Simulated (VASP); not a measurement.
**CdSe (rocksalt type): single point with PBE**

Crystal: CdSe (rocksalt type).

```xyz
2
Lattice="0.0000 2.4465 2.4465 2.4465 0.0000 2.4465 2.4465 2.4465 0.0000" Properties=species:S:1:pos:R:3 pbc="T T T"
Cd    0.0000    0.0000    0.0000
Se    2.4465    2.4465    2.4465
```

This cell differs from its parent crystal: volume scaled by 0.62, to set the pressure.

```
Program             : VASP 6.6.1
Task                : single point
Functional          : PBE
Potentials or basis : VASP PAW PBE potentials, release 64 (Cd, Se)
Cutoff              : 520 eV
k mesh              : 14 × 14 × 14
Occupations         : fermi-dirac, width 0.05 eV
Spin                : no spin polarisation
```

- Pressure: 92.9 GPa
- Band gap on the k mesh: zero (band 9 reaches 8.20 eV, above the bottom of band 10 at 7.31 eV)

Levels at points of the mesh, in eV from the Fermi level:
```tsv
k point	band 6	band 7	band 8	band 9	band 10	band 11	band 12	band 13
(0.00, 0.00, 0.00)	-10.11	-1.87	-1.87	-1.87	2.77	8.76	8.76	8.76
(0.50, 0.00, 0.00)	-9.59	-7.61	0.06	0.06	2.17	4.57	4.57	9.82
(0.50, 0.50, 0.00)	-8.30	-7.60	-4.65	-4.65	-0.83	4.44	13.21	13.99
```

Wall time 32 s on 1 thread of AMD EPYC 9R45 96-Core Processor (Zen 5), with other jobs on the host, peak memory 0.16 GiB.

Caveat: the cell differs from its parent crystal (volume scaled by 0.62, to set the pressure).
